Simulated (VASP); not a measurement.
# Al4As3N: relaxation of cell and atoms with PBE

Al4As3N:

```
N As Al
1.0
     5.89162    0.00000    0.00000
     0.00000    3.60785    0.00000
     0.00000    0.00000    6.24899
N As Al
1 3 4
Direct
  0.00000 0.00000 0.33333
  0.00000 0.50000 0.83333
  0.50000 0.50000 0.16667
  0.50000 0.00000 0.66667
  0.37500 0.00000 0.33333
  0.37500 0.50000 0.83333
  0.87500 0.50000 0.16667
  0.87500 0.00000 0.66667
```

```
Program                : VASP 6.6.1
Task                   : relaxation of cell and atoms
Functional             : PBE
Potentials or basis    : VASP PAW PBE potentials, release 64 (N, As, Al)
Cutoff                 : 600 eV
k mesh                 : 4 × 6 × 4
Occupations            : fermi-dirac, width 0.02 eV
Spin                   : no spin polarisation
Dipole correction      : no
Further INCAR settings : ALGO = Normal; EDIFF = 1e-06; IBRION = 2; EDIFFG = -0.005; NSW = 80; ISIF = 3
```

The relaxed volume is 19.58 Å³/atom and the relaxed cell is a = 6.210 Å, b = 3.802 Å, c = 6.635 Å, α = 90.00°, β = 90.41°, γ = 90.00°. The space group after relaxing (to 0.1 Å) is Pm (No. 6), the energy gained by relaxing is 576.1 meV/atom and the ionic steps are 29. The pressure after relaxing is 0.0 GPa and the largest force after relaxing is 0.005 eV/Å. The band gap on the k mesh is 0.06 eV (least direct gap 0.22 eV).

Forces on the atoms (eV/Å):
```
N    0.002  0.000  0.000
As   0.000  0.000  0.000
As   0.002  0.000  0.002
As  -0.003  0.000 -0.003
Al   0.000  0.000  0.000
Al   0.000  0.000 -0.001
Al   0.001  0.000  0.001
Al  -0.001  0.000  0.002
```

Step by step:
| step | energy change (eV) | largest force (eV/Å) | pressure (GPa) | volume (Å³) |
| --- | --- | --- | --- | --- |
| 1 | 0.0000 | 5.9246 | 27.55 | 132.83 |
| 2 | -2.6830 | 0.8246 | -11.14 | 195.62 |
| 3 | -3.7025 | 1.8815 | -3.95 | 169.11 |
| 4 | -3.7050 | 1.9468 | -3.45 | 167.98 |
| 5 | -4.2819 | 1.3269 | -1.92 | 162.12 |
| 6 | -4.5109 | 0.8519 | 1.38 | 154.85 |
| 7 | -4.5272 | 0.8129 | 0.38 | 156.60 |
| 8 | -4.5284 | 0.8206 | 0.57 | 156.25 |
| 9 | -4.5809 | 0.2717 | -0.21 | 157.19 |
| 10 | -4.5835 | 0.2157 | -0.42 | 157.46 |
| 11 | -4.5935 | 0.1686 | 0.18 | 156.27 |
| 12 | -4.5938 | 0.1709 | 0.31 | 156.02 |
| 13 | -4.6011 | 0.1256 | 0.07 | 156.40 |
| 14 | -4.6043 | 0.1431 | -0.19 | 156.85 |
| 15 | -4.6069 | 0.0729 | 0.17 | 156.26 |
| 16 | -4.6069 | 0.0728 | 0.17 | 156.27 |
| 17 | -4.6084 | 0.0537 | -0.03 | 156.66 |
| 18 | -4.6084 | 0.0540 | -0.03 | 156.68 |
| 19 | -4.6086 | 0.0233 | 0.02 | 156.62 |
| 20 | -4.6087 | 0.0145 | 0.00 | 156.64 |
| 21 | -4.6087 | 0.0092 | 0.00 | 156.65 |
| 22 | -4.6087 | 0.0119 | 0.00 | 156.66 |
| 23 | -4.6087 | 0.0093 | -0.01 | 156.68 |
| 24 | -4.6087 | 0.0168 | -0.02 | 156.70 |
| 25 | -4.6088 | 0.0119 | -0.01 | 156.69 |
| 26 | -4.6088 | 0.0121 | 0.00 | 156.65 |
| 27 | -4.6088 | 0.0062 | 0.00 | 156.65 |
| 28 | -4.6088 | 0.0073 | 0.00 | 156.65 |
| 29 | -4.6088 | 0.0047 | 0.00 | 156.65 |

Final structure:
```cif
data_structure
_symmetry_space_group_name_H-M 'P 1'
_symmetry_Int_Tables_number 1
_cell_length_a 6.2101
_cell_length_b 3.8019
_cell_length_c 6.6352
_cell_angle_alpha 90.000
_cell_angle_beta 90.415
_cell_angle_gamma 90.000
_cell_volume 156.65
loop_
_atom_site_label
_atom_site_type_symbol
_atom_site_fract_x
_atom_site_fract_y
_atom_site_fract_z
_atom_site_occupancy
N1 N 0.99649 0.00000 0.33684 1
As1 As 0.99975 0.50000 0.83852 1
As2 As 0.49488 0.50000 0.18342 1
As3 As 0.50789 0.00000 0.64541 1
Al1 Al 0.30749 0.00000 0.33089 1
Al2 Al 0.39256 0.50000 0.83380 1
Al3 Al 0.90010 0.50000 0.21362 1
Al4 Al 0.90085 0.00000 0.61749 1
```

Levels at points of the mesh, in eV from the valence-band top:
```
           k point  band 13  band 14  band 15  band 16  band 17  band 18  band 19  band 20
(0.00, 0.00, 0.00)    -1.04    -0.72    -0.67    -0.27     0.06     1.83     2.69     3.11
(0.50, 0.00, 0.00)    -1.67    -0.79    -0.42    -0.27     0.36     1.90     2.58     2.93
(0.00, 0.50, 0.00)    -2.87    -2.62    -2.36    -2.05     1.94     2.60     2.93     3.30
(0.50, 0.50, 0.00)    -2.85    -2.05    -1.75    -1.36     2.01     2.41     2.92     3.16
(0.00, 0.00, 0.50)    -1.60    -1.00    -0.81    -0.07     0.94     2.40     2.72     3.28
(0.50, 0.00, 0.50)    -1.95    -1.25    -0.98    -0.87     1.20     2.28     2.63     2.92
(0.00, 0.50, 0.50)    -2.77    -2.51    -1.33    -1.32     1.01     1.41     2.59     2.72
(0.50, 0.50, 0.50)    -1.99    -1.85    -1.66    -1.58     1.20     1.27     1.78     2.07
```

Run time: 25 min on 1 thread of AMD EPYC 7R13 (shared host), peak memory 0.32 GiB.

Caveat: the volume moved by over 15 % at a fixed basis, so the end points are rough; semilocal functionals underestimate gaps, and a narrow one can read as zero. A k mesh can miss the band edges.
